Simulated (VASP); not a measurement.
# KF (P6_3/mmc) in VASP: a series of runs

Aim: see how the results for KF move with the level of theory and the settings. Levels: PBE, LDA. Tasks: single point.

All numbers are computed with VASP 6.6.1; they aren't measurements. Logs are shortened: lines on timing, memory, paths and dates and some standing lists are left out, and cuts for length are marked.

### Step 1. The cell of the first run

Symmetry: P6_3/mmc, No. 194, hexagonal system. The conventional cell has a = 3.660 Å, b = 3.660 Å, c = 6.479 Å, α = 90.00°, β = 90.00°, γ = 120.00°. K (site symmetry -3m) has 6 F at 2.66 Å and 2 K at 3.24 Å within 3.5 Å. Within 3.5 Å of F (site symmetry -6m2) lie 6 K at 2.66 Å.

### Step 2. Single point, PBE

Contents of INCAR:

```
SYSTEM = KF
ALGO     = Normal         ! electronic algorithm
EDIFF    = 1E-6           ! SCF threshold, eV
ENCUT    = 520            ! plane-wave cutoff, eV
GGA      = PE             ! functional
ISIF     = 2              ! what is computed and relaxed
ISMEAR   = 0              ! smearing method
LASPH    = .True.         ! aspherical terms in the spheres
LCHARG   = .True.         ! write CHGCAR
LELF     = .True.         ! ELF
LREAL    = .False.        ! projectors in reciprocal space
LVHAR    = .True.       
LWAVE    = .False.        ! write WAVECAR
NBANDS   = 24             ! bands
NELM     = 100            ! most SCF steps
PREC     = Accurate       ! precision mode
SIGMA    = 0.01           ! smearing width, eV
```

Contents of KPOINTS:

```
k-points
0
Gamma
  6 6 2
  0 0 0
```

Contents of POSCAR:

```
KF
1.0
    3.6599340438      0.0000000000      0.0000000000
   -1.8299670219      3.1695958582      0.0000000000
    0.0000000000      0.0000000000      6.4788100681
K F
2 2
Direct
    0.0000000000      0.0000000000      0.0000000000
    0.0000000000      0.0000000000      0.5000000000
    0.3333333333      0.6666666667      0.2500000000
    0.6666666667      0.3333333333      0.7500000000
```

Potentials or basis: VASP PAW PBE potentials, release 64 (K_sv, F).

Launch:

```bash
$ cat potpaw_PBE.64/K_sv/POTCAR potpaw_PBE.64/F/POTCAR > POTCAR
$ mpirun -np 1 vasp_std > vasp.out
```

OUTCAR:

```text
SYSTEM = KF
   EDIFF = 1E-6
   ENCUT = 520
   GGA = PE
   ISIF = 2
   ISMEAR = 0
   LASPH = .True.
   LREAL = .False.
   NELM = 100
   PREC = Accurate

 ion  position               nearest neighbor table
   1  0.000  0.000  0.000-   3 2.66   4 2.66   4 2.66   3 2.66   4 2.66   3 2.66   2 3.24   2 3.24

   2  0.000  0.000  0.500-   3 2.66   4 2.66   4 2.66   3 2.66   4 2.66   3 2.66   1 3.24   1 3.24

   3  0.333  0.667  0.250-   1 2.66   2 2.66   1 2.66   2 2.66   1 2.66   2 2.66
   4  0.667  0.333  0.750-   1 2.66   2 2.66   1 2.66   2 2.66   1 2.66   2 2.66

  LATTYP: Found a hexagonal cell.
 ALAT       =     3.6599340438
 C/A-ratio  =     1.7701985857

  Lattice vectors:

 A1 = (   3.6599340438,   0.0000000000,   0.0000000000)
 A2 = (  -1.8299670219,   3.1695958582,   0.0000000000)
 A3 = (   0.0000000000,   0.0000000000,   6.4788100681)

Analysis of symmetry for initial positions (statically):
=====================================================================
 Subroutine PRICEL returns:
 Original cell was already a primitive cell.

 Routine SETGRP: Setting up the symmetry group for a
 hexagonal supercell.

 Subroutine GETGRP returns: Found 24 space group operations
 (whereof 12 operations were pure point group operations)
 out of a pool of 24 trial point group operations.

The static configuration has the point symmetry D_3d.
 The point group associated with its full space group is D_6h.

Analysis of symmetry for dynamics (positions and initial velocities):
=====================================================================
 Subroutine PRICEL returns:
 Original cell was already a primitive cell.

 Routine SETGRP: Setting up the symmetry group for a
 hexagonal supercell.

 Subroutine GETGRP returns: Found 24 space group operations
 (whereof 12 operations were pure point group operations)
 out of a pool of 24 trial point group operations.

The dynamic configuration has the point symmetry D_3d.
 The point group associated with its full space group is D_6h.

 Subroutine INISYM returns: Found 24 space group operations
 (whereof 12 operations are pure point group operations),
 and found     1 'primitive' translations

----------------------------------------------------------------------------------------

                                     Primitive cell

  volume of cell :      75.1575

  direct lattice vectors                    reciprocal lattice vectors
     3.659934044  0.000000000  0.000000000     0.273228968  0.157748818  0.000000000
    -1.829967022  3.169595858  0.000000000     0.000000000  0.315497636  0.000000000
     0.000000000  0.000000000  6.478810068     0.000000000  0.000000000  0.154349331

  length of vectors
     3.659934044  3.659934044  6.478810068     0.315497636  0.315497636  0.154349331

  position of ions in fractional coordinates (direct lattice)
     0.000000000  0.000000000  0.000000000
     0.000000000  0.000000000  0.500000000
     0.333333333  0.666666667  0.250000000
     0.666666667  0.333333333  0.750000000

  ion indices of the primitive-cell ions
   primitive index   ion index
                 1           1
                 2           2
                 3           3
                 4           4

----------------------------------------------------------------------------------------

 KPOINTS: k-points

Automatic generation of k-mesh.
 Grid dimensions read from file:
 generate k-points for:    6    6    2

 Generating k-lattice:

  Cartesian coordinates                     Fractional coordinates (reciprocal lattice)
     0.045538161  0.026291470  0.000000000     0.166666667  0.000000000  0.000000000
     0.000000000  0.052582939  0.000000000     0.000000000  0.166666667  0.000000000
     0.000000000  0.000000000  0.077174666     0.000000000  0.000000000  0.500000000

  Length of vectors
     0.052582939  0.052582939  0.077174666

  Shift w.r.t. Gamma in fractional coordinates (k-lattice)
     0.000000000  0.000000000  0.000000000

 Subroutine IBZKPT returns following result:
 ===========================================

 Found     14 irreducible k-points:

 Following reciprocal coordinates:
            Coordinates               Weight
  0.000000  0.000000  0.000000      1.000000
  0.166667  0.000000  0.000000      6.000000
  0.333333  0.000000  0.000000      6.000000
  0.500000  0.000000  0.000000      3.000000
  0.166667  0.166667  0.000000      6.000000
  0.333333  0.166667  0.000000     12.000000
  0.333333  0.333333  0.000000      2.000000
  0.000000  0.000000  0.500000      1.000000
  0.166667  0.000000  0.500000      6.000000
  0.333333  0.000000  0.500000      6.000000
  0.500000  0.000000  0.500000      3.000000
  0.166667  0.166667  0.500000      6.000000
  0.333333  0.166667  0.500000     12.000000
  0.333333  0.333333  0.500000      2.000000
   k-points           NKPTS =     14   k-points in BZ     NKDIM =     14   number of bands    NBANDS=     24
   number of dos      NEDOS =    301   number of ions     NIONS =      4
   total plane-waves  NPLWV =  37632
   dimension x,y,z NGX =    28 NGY =   28 NGZ =   48
   dimension x,y,z NGXF=    56 NGYF=   56 NGZF=   96
   ions per type =               2   2
   NGX,Y,Z   is equivalent  to a cutoff of  12.72, 12.72, 12.32 a.u.
   NGXF,Y,Z  is equivalent  to a cutoff of  25.44, 25.44, 24.63 a.u.
 SYSTEM =  KF
   PREC   = accura    normal or accurate (medium, high low for compatibility)
   ISTART =      0    job   : 0-new  1-cont  2-samecut
   ICHARG =      2    charge: 1-file 2-atom 10-const
   ISPIN  =      1    spin polarized calculation?
   LNONCOLLINEAR =      F non collinear calculations
   LSORBIT =      F    spin-orbit coupling
   LASPH  =      T    aspherical Exc in radial PAW
   ENCUT  =  520.0 eV  38.22 Ry    6.18 a.u.   6.81  6.81 12.05*2*pi/ulx,y,z
   NELM   =    100;   NELMIN=  2; NELMDL= -5     # of ELM steps
   EDIFF  = 0.1E-05   stopping-criterion for ELM
   LREAL  =      F    real-space projection
   EDIFFG = 0.1E-04   stopping-criterion for IOM
   NSW    =      0    number of steps for IOM
   IBRION =     -1    ionic relax: 0-MD 1-quasi-New 2-CG
   NFREE  =      0    steps in history (QN), initial steepest desc. (CG)
   ISIF   =      2    stress and relaxation
   ISYM   =      2    0-nonsym 1-usesym 2-fastsym
   POTIM  = 0.5000    time-step for ionic-motion
   TEBEG  =    0.0;   TEEND  =   0.0 temperature during run
   PSTRESS=    0.0 pullay stress
   NELECT =      32.0000    total number of electrons
   NUPDOWN=      -1.0000    fix difference up-down
   EMIN   =  10.00;   EMAX   =-10.00  energy-range for DOS
   EFERMI =   0.00;   METHOD = LEGACY
   ISMEAR =     0;   SIGMA  =   0.01  broadening in eV -4-tet -1-fermi 0-gaus
   EFERMI_NEDOS =   21; number of points for ismear=-14 and -15
   IALGO  =     38    algorithm
   IMIX   =      4    mixing-type and parameters
     AMIX     =   0.40;   BMIX     =  1.00
     AMIX_MAG =   1.60;   BMIX_MAG =  1.00
  volume/ion in A,a.u.               =      18.79       126.80
  Fermi-wavevector in a.u.,A,eV,Ry     =   1.231593  2.327374 20.637621  1.516822
  Thomas-Fermi vector in A             =   2.366397
   LORBIT       =      0    0 simple, 1 ext, 2 COOP (PROOUT), +10 PAW based schemes
   GGA     = PE    functional components
   LHFCALC =     F    Hartree Fock is set to
   AEXX    =    0.0000 exact exchange contribution
   IVDW    =     0    specifies the selected vdW correction
   LEPSILON=     F    determine dielectric tensor
   LRPA    =     F    only Hartree local field effects (RPA)
 non-spin polarized calculation
 Gauss-broadening in eV      SIGMA  =   0.01
  energy-cutoff  :      520.00
  volume of cell :       75.16
 maximum number of plane-waves:      2040
 NGX is ok and might be reduce to    28
   NGX = 13   NGY = 13   NGZ = 25

 number of electron      32.0000001 magnetization

 Free energy of the ion-electron system (eV)
  ---------------------------------------------------
  ext. energy  EPLUGINS =         0.00000000
  ---------------------------------------------------
  free energy    TOTEN  =       -16.40178990 eV

  energy without entropy =      -16.40178990  energy(sigma->0) =      -16.40178990

 E-fermi :  -2.6349     XC(G=0):  -8.4746

 val. band max:       -2.7087187524   @ k =   0.0000   0.0000   0.0000
 cond. band min:       3.4767343667   @ k =   0.0000   0.0000   0.0000
 fundamental gap:      6.1854531191
 Fermi energy:        -2.6348953913

 k-point     1 :       0.0000    0.0000    0.0000
  band No.  band energies     occupation
      1     -29.0282      2.00000
      2     -28.8849      2.00000
      3     -21.5236      2.00000
      4     -21.4092      2.00000
      5     -12.7005      2.00000
      6     -12.2642      2.00000
[... 16 lines left out ...]
     23       8.6606      0.00000
     24       8.6606      0.00000

 k-point     2 :       0.1667    0.0000    0.0000
  band No.  band energies     occupation
      1     -29.0057      2.00000
      2     -28.8694      2.00000
      3     -21.5026      2.00000
      4     -21.4261      2.00000
      5     -12.7479      2.00000
      6     -12.3479      2.00000
[... 16 lines left out ...]
     23       8.9482      0.00000
     24       9.1682      0.00000

 k-point     3 :       0.3333    0.0000    0.0000
  band No.  band energies     occupation
      1     -28.9602      2.00000
      2     -28.8382      2.00000
      3     -21.4801      2.00000
      4     -21.4408      2.00000
      5     -12.8543      2.00000
      6     -12.5627      2.00000
[... 16 lines left out ...]
     23       9.3197      0.00000
     24      10.5034      0.00000

 k-point     4 :       0.5000    0.0000    0.0000
  band No.  band energies     occupation
      1     -28.9371      2.00000
      2     -28.8225      2.00000
      3     -21.4931      2.00000
      4     -21.4241      2.00000
      5     -12.9150      2.00000
      6     -12.6934      2.00000
[... 16 lines left out ...]
     23      10.6830      0.00000
     24      10.8960      0.00000

 k-point     5 :       0.1667    0.1667    0.0000
  band No.  band energies     occupation
      1     -28.9716      2.00000
      2     -28.8460      2.00000
      3     -21.4726      2.00000
      4     -21.4503      2.00000
      5     -12.8195      2.00000
      6     -12.4679      2.00000
[... 16 lines left out ...]
     23       9.0990      0.00000
     24      10.2738      0.00000

 k-point     6 :       0.3333    0.1667    0.0000
  band No.  band energies     occupation
      1     -28.9372      2.00000
      2     -28.8225      2.00000
      3     -21.4770      2.00000
      4     -21.4397      2.00000
      5     -12.8925      2.00000
      6     -12.6219      2.00000
[... 16 lines left out ...]
     23       9.2206      0.00000
     24      10.9211      0.00000
[... 109 lines left out ...]
 k-point    11 :       0.5000    0.0000    0.5000
  band No.  band energies     occupation
      1     -28.8804      2.00000
      2     -28.8804      2.00000
      3     -21.4585      2.00000
      4     -21.4585      2.00000
      5     -12.6581      2.00000
      6     -12.6581      2.00000
[... 16 lines left out ...]
     23      10.1988      0.00000
     24      10.1989      0.00000

 k-point    12 :       0.1667    0.1667    0.5000
  band No.  band energies     occupation
      1     -28.9096      2.00000
      2     -28.9096      2.00000
      3     -21.4603      2.00000
      4     -21.4603      2.00000
      5     -12.5132      2.00000
      6     -12.5132      2.00000
[... 16 lines left out ...]
     23       9.8447      0.00000
     24       9.8447      0.00000

 k-point    13 :       0.3333    0.1667    0.5000
  band No.  band energies     occupation
      1     -28.8804      2.00000
      2     -28.8804      2.00000
      3     -21.4581      2.00000
      4     -21.4581      2.00000
      5     -12.6208      2.00000
      6     -12.6208      2.00000
[... 16 lines left out ...]
     23       9.5344      0.00000
     24       9.5344      0.00000

 k-point    14 :       0.3333    0.3333    0.5000
  band No.  band energies     occupation
      1     -28.8707      2.00000
      2     -28.8707      2.00000
      3     -21.4571      2.00000
      4     -21.4571      2.00000
      5     -12.6258      2.00000
      6     -12.6258      2.00000
[... 16 lines left out ...]
     23       9.1439      0.00000
     24       9.1439      0.00000

------------------------ aborting loop because EDIFF is reached ----------------------------------------

  FORCE on cell =-STRESS in cart. coord.  units (eV):
  Direction    XX          YY          ZZ          XY          YZ          ZX
  --------------------------------------------------------------------------------------
  -------------------------------------------------------------------------------------
  Total        0.9033374      0.9033374      1.0275025      0.0000000      0.0000000      0.0000000
  in kB       19.2569797     19.2569797     21.9038806      0.0000000      0.0000000      0.0000000
  external PRESSURE =      20.1392800 kB  Pullay stress =       0.0000000 kB

 VOLUME and BASIS-vectors are now :
 -----------------------------------------------------------------------------
  energy-cutoff  :      520.00
  volume of cell :       75.16
      direct lattice vectors                 reciprocal lattice vectors
     3.659934044  0.000000000  0.000000000     0.273228968  0.157748818  0.000000000
    -1.829967022  3.169595858  0.000000000     0.000000000  0.315497636  0.000000000
     0.000000000  0.000000000  6.478810068     0.000000000  0.000000000  0.154349331

 POSITION                                       TOTAL-FORCE (eV/Angst)
 -----------------------------------------------------------------------------------
      0.00000      0.00000      0.00000        -0.000000      0.000000      0.000000
      0.00000      0.00000      3.23941        -0.000000      0.000000      0.000000
     -0.00000      2.11306      1.61970         0.000000      0.000000      0.000000
      1.82997      1.05653      4.85911        -0.000000      0.000000     -0.000000
 -----------------------------------------------------------------------------------
    total drift:                                0.000000     -0.000000      0.000000

  FREE ENERGIE OF THE ION-ELECTRON SYSTEM (eV)
  ---------------------------------------------------
  free  energy   TOTEN  =       -16.4017898972 eV

  energy  without entropy=      -16.4017898972  energy(sigma->0) =      -16.40178990
```

Wall time 14 s (1 thread of AMD EPYC 9R45 (Zen 5), shared host); peak memory 0.16 GiB.

What came out:

```
Free energy            : -16.4018 eV
Pressure               : 2.0 GPa
Band gap on the k mesh : 6.19 eV
```

Stress tensor (GPa, compression positive):
```
1.93 0.00 0.00
0.00 1.93 0.00
0.00 0.00 2.19
```

Levels at points of the mesh, in eV from the valence-band top:
```csv
k point,band 13,band 14,band 15,band 16,band 17,band 18,band 19,band 20
"(0.00, 0.00, 0.00)",-0.29,-0.08,0.00,0.00,6.19,9.06,9.41,10.37
"(0.50, 0.00, 0.00)",-0.36,-0.25,-0.14,-0.06,8.23,9.77,9.86,10.32
"(0.00, 0.00, 0.50)",-0.15,-0.15,-0.15,-0.15,7.51,7.51,10.17,10.17
"(0.50, 0.00, 0.50)",-0.31,-0.31,-0.20,-0.20,8.86,8.86,10.54,10.54
```

Caveat: the k points lie up to 0.48 Å⁻¹ apart.

### Step 3. Single point, LDA

This run uses another cell than the first one, of 17.20 Å³/atom.

Contents of INCAR:

```
PREC = Accurate ; ENCUT = 520
EDIFF = 1E-6 ; ISMEAR = -1
SIGMA = 0.02 ; LREAL = F
LASPH = T ; NELM = 100
ALGO = Normal ; ISIF = 2
LWAVE = F ; LCHARG = T
LELF = T ; LVHAR = T
NBANDS = 24
```

Contents of KPOINTS:

```
Automatic mesh
0
Gamma
  12 12 4
```

Contents of POSCAR:

```
KF
1.0
    3.5542523871      0.0000000000      0.0000000000
   -1.7771261935      3.0780728587      0.0000000000
    0.0000000000      0.0000000000      6.2886150198
K F
2 2
Direct
    0.0000000000      0.0000000000      0.0000000000
    0.0000000000      0.0000000000      0.5000000000
    0.3333333333      0.6666666667      0.2500000000
    0.6666666667      0.3333333333      0.7500000000
```

Potentials or basis: VASP PAW LDA potentials, release 64 (K_sv, F).

Launch:

```bash
$ cat potpaw_LDA.64/K_sv/POTCAR potpaw_LDA.64/F/POTCAR > POTCAR
$ mpirun -np 1 vasp_std > vasp.out
```

Run time: 42 s. Hardware: 1 thread of AMD EPYC 9R45 (Zen 5), shared host; peak memory 0.18 GiB.

It converged, with:

```
Free energy            : -17.9898 eV
Pressure               : 0.2 GPa
Band gap on the k mesh : 6.28 eV (least direct gap 6.29 eV)
```

Stress tensor (GPa, compression positive):
```
0.18 0.00 0.00
0.00 0.18 0.00
0.00 0.00 0.28
```

Levels at points of the mesh, in eV from the valence-band top:
```tsv
k point	band 13	band 14	band 15	band 16	band 17	band 18	band 19	band 20
(0.00, 0.00, 0.00)	-0.38	-0.07	-0.01	-0.01	6.28	8.96	9.63	10.61
(0.50, 0.00, 0.00)	-0.46	-0.23	-0.10	-0.04	8.05	9.80	10.10	10.56
(0.00, 0.00, 0.50)	-0.20	-0.20	-0.20	-0.20	7.68	7.68	10.28	10.28
(0.50, 0.00, 0.50)	-0.35	-0.35	-0.25	-0.25	8.78	8.78	10.86	10.86
```

(Continued in part 2 of 2.)
